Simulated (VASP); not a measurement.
A run of VASP 6.6.1 is set up as follows.

Contents of INCAR:

```
SYSTEM = LiF
PREC = Accurate
ENCUT = 520
EDIFF = 1E-6
ISMEAR = -1
SIGMA = 0.03
LREAL = .FALSE.
LASPH = .TRUE.
NELM = 80
ALGO = Normal
ISIF = 2
LWAVE = .FALSE.
LCHARG = .FALSE.
NBANDS = 12
```

Contents of KPOINTS:

```
Automatic mesh
0
G
  10 10 10
  0 0 0
```

File POSCAR:

```
LiF
1.0
    0.0201400000      2.0240700000      2.0240700000
    2.0240700000      0.0201400000      2.0240700000
    2.0240700000      2.0240700000      0.0201400000
Li F
1 1
Direct
    0.0000000000      0.0000000000      0.0000000000
    0.5000000000      0.5000000000      0.5000000000
```

Potentials or basis: VASP PAW LDA potentials, release 64 (Li_sv, F).

Command:

```sh
$ cat potpaw_LDA.64/Li_sv/POTCAR potpaw_LDA.64/F/POTCAR > POTCAR
$ mpirun -np 1 vasp_std > vasp.out
```

Question: Predict the band gap on the k mesh.

Answer: 8.81 eV, direct.

Caveat: the cell differs from its parent crystal (equal xy, yz and zx shear strains of +1 %). A k mesh can miss the band edges.
